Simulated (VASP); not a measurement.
Wanted: the native input for a VASP 6.6.1 run.

```yaml
Task: single point
Functional: PBE
Potentials_or_basis: VASP PAW PBE potentials, release 64 (Cu, I)
Cutoff: 520 eV
k_mesh: 8 × 8 × 8
Occupations: gaussian, width 0.01 eV
Spin: no spin polarisation
Dipole_correction: no
Further_INCAR_settings: ALGO = Normal; EDIFF = 1e-07; NBANDS = 16
```

The structure of CuI lies in POSCAR:

```
CuI
1.0
    0.0000000000      3.0395571039      3.0395571039
    3.0395571039      0.0000000000      3.0395571039
    3.0395571039      3.0395571039      0.0000000000
Cu I
1 1
Direct
    0.0000000000      0.0000000000      0.0000000000
    0.2500000000      0.2500000000      0.2500000000
```

One way to write it, as run:

INCAR

```
  PREC = Accurate
  ENCUT = 520
  EDIFF = 1E-7
  ISMEAR = 0
  SIGMA = 0.01
  LREAL = F
  LASPH = T
  NELM = 100
  ALGO = Normal
  ISIF = 2
  LWAVE = F
  LCHARG = F
  GGA = PE
  NBANDS = 16
```

KPOINTS

```
regular mesh
0
Gamma
  8 8 8
```

Potentials or basis: VASP PAW PBE potentials, release 64 (Cu, I).

Launch:

```sh
$ cat potpaw_PBE.64/Cu/POTCAR potpaw_PBE.64/I/POTCAR > POTCAR
$ mpirun -np 1 vasp_std > vasp.out
```

Results of the run:

- Pressure: 0.0 GPa
- Band gap on the k mesh: 1.12 eV, direct

Caveat: spin-orbit coupling is left out, which moves the levels of the heavy elements.

Run time: 10 s on 1 thread of Intel(R) Xeon(R) 6975P-C (Granite Rapids) (shared host), peak memory 0.18 GiB.
